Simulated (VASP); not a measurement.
Wanted: the native input for a VASP 6.6.1 run.

- Task: single point
- Functional: PBEsol
- Potentials or basis: VASP PAW PBE potentials, release 64 (Al, N)
- Cutoff: 520 eV
- k mesh: 3 × 3 × 3
- Occupations: fermi-dirac, width 0.05 eV
- Spin: no spin polarisation
- Dipole correction: no
- Further INCAR settings: LREAL = Auto; ALGO = Normal; EDIFF = 1e-07; NBANDS = 166

The structure of AlN lies in POSCAR:

```
AlN
1.0
    8.7554440000      0.0000000000      0.0000000000
    0.0000000000      8.7554440000      0.0000000000
    0.0000000000      0.0000000000      8.7554440000
Al N
32 32
Direct
    0.0000000000      0.0000000000      0.0000000000
    0.0000000000      0.0000000000      0.5000000000
    0.0000000000      0.5000000000      0.0000000000
    0.0000000000      0.5000000000      0.5000000000
    0.5000000000      0.0000000000      0.0000000000
    0.5000000000      0.0000000000      0.5000000000
    0.5000000000      0.5000000000      0.0000000000
    0.5000000000      0.5000000000      0.5000000000
    0.2500000000      0.2500000000      0.0000000000
    0.2500000000      0.2500000000      0.5000000000
    0.2500000000      0.7500000000      0.0000000000
    0.2500000000      0.7500000000      0.5000000000
    0.7500000000      0.2500000000      0.0000000000
    0.7500000000      0.2500000000      0.5000000000
    0.7500000000      0.7500000000      0.0000000000
    0.7500000000      0.7500000000      0.5000000000
    0.2500000000      0.0000000000      0.2500000000
    0.2500000000      0.0000000000      0.7500000000
    0.2500000000      0.5000000000      0.2500000000
    0.2500000000      0.5000000000      0.7500000000
    0.7500000000      0.0000000000      0.2500000000
    0.7500000000      0.0000000000      0.7500000000
    0.7500000000      0.5000000000      0.2500000000
    0.7500000000      0.5000000000      0.7500000000
    0.0000000000      0.2500000000      0.2500000000
    0.0000000000      0.2500000000      0.7500000000
    0.0000000000      0.7500000000      0.2500000000
    0.0000000000      0.7500000000      0.7500000000
    0.5000000000      0.2500000000      0.2500000000
    0.5000000000      0.2500000000      0.7500000000
    0.5000000000      0.7500000000      0.2500000000
    0.5000000000      0.7500000000      0.7500000000
    0.1250000000      0.1250000000      0.1250000000
    0.1250000000      0.1250000000      0.6250000000
    0.1250000000      0.6250000000      0.1250000000
    0.1250000000      0.6250000000      0.6250000000
    0.6250000000      0.1250000000      0.1250000000
    0.6250000000      0.1250000000      0.6250000000
    0.6250000000      0.6250000000      0.1250000000
    0.6250000000      0.6250000000      0.6250000000
    0.3750000000      0.3750000000      0.1250000000
    0.3750000000      0.3750000000      0.6250000000
    0.3750000000      0.8750000000      0.1250000000
    0.3750000000      0.8750000000      0.6250000000
    0.8750000000      0.3750000000      0.1250000000
    0.8750000000      0.3750000000      0.6250000000
    0.8750000000      0.8750000000      0.1250000000
    0.8750000000      0.8750000000      0.6250000000
    0.3750000000      0.1250000000      0.3750000000
    0.3750000000      0.1250000000      0.8750000000
    0.3750000000      0.6250000000      0.3750000000
    0.3750000000      0.6250000000      0.8750000000
    0.8750000000      0.1250000000      0.3750000000
    0.8750000000      0.1250000000      0.8750000000
    0.8750000000      0.6250000000      0.3750000000
    0.8750000000      0.6250000000      0.8750000000
    0.1250000000      0.3750000000      0.3750000000
    0.1250000000      0.3750000000      0.8750000000
    0.1250000000      0.8750000000      0.3750000000
    0.1250000000      0.8750000000      0.8750000000
    0.6250000000      0.3750000000      0.3750000000
    0.6250000000      0.3750000000      0.8750000000
    0.6250000000      0.8750000000      0.3750000000
    0.6250000000      0.8750000000      0.8750000000
```

These files were run (other wordings do the same):

INCAR

```
PREC     = Accurate       # precision mode
ENCUT    = 520            # plane-wave cutoff, eV
EDIFF    = 1E-7           # SCF threshold, eV
ISMEAR   = -1             # smearing method
SIGMA    = 0.05           # smearing width, eV
LREAL    = Auto         
LASPH    = T              # aspherical terms in the spheres
NELM     = 100            # most SCF steps
ALGO     = Normal         # electronic algorithm
ISIF     = 2              # what is computed and relaxed
LWAVE    = F              # write WAVECAR
LCHARG   = F              # write CHGCAR
GGA      = PS             # functional
NBANDS   = 166            # bands
```

KPOINTS

```
Automatic mesh
0
Gamma
  3 3 3
```

Potentials or basis: VASP PAW PBE potentials, release 64 (Al, N).

Run with:

```console
$ cat potpaw_PBE.64/Al/POTCAR potpaw_PBE.64/N/POTCAR > POTCAR
$ mpirun -np 1 vasp_std > vasp.out
```

It gave:

```json
{
 "Pressure": "-0.1 GPa",
 "Band gap on the k mesh": "3.18 eV"
}
```

Caveat: the PAW data sets were made with another functional, which shifts forces and pressure a little; an odd mesh through Γ misses points on the zone boundary, where band edges can lie.

Wall time 16 min on 1 thread of AMD EPYC 7R13 Processor (Zen 3), on a shared host, peak memory 0.8 GiB.
